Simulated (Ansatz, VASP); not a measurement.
**Two plane-wave programs on Si**

```
Si
1.0
     0.00000    2.72211    2.72211
     2.72211    0.00000    2.72211
     2.72211    2.72211    0.00000
Si
2
Direct
  0.50171 0.48544 0.50358
  0.74829 0.76456 0.74642
```

Change from the starting cell: all atoms moved at random, sigma 0.02 Å a component; relaxed back.

Alike in both runs: task relaxation of cell and atoms; functional r2SCAN; k mesh 8 × 8 × 8; occupations gaussian, width 0.05 eV; no spin polarisation.

```csv
,VASP,Ansatz
version,VASP 6.6.1,Ansatz 0.2.0
potentials or method,"VASP PAW PBE potentials, release 64 (Si), cutoff 600 eV","scalar-relativistic, plane waves, PAW"
valence electrons in the cell,8,8
```

```tsv
	VASP	Ansatz	Ansatz less VASP
gap on the k mesh at the Fermi level, each at its own relaxed structure (eV)	0.82	0.81	-0.009
relaxed volume (Å³/atom)	20.13	20.17	+0.043
relaxed length of the cell vector where the two differ most in proportion (Å)	3.847	3.850	+0.0032
```

VASP's potentials were made for PBE, not for r2SCAN.
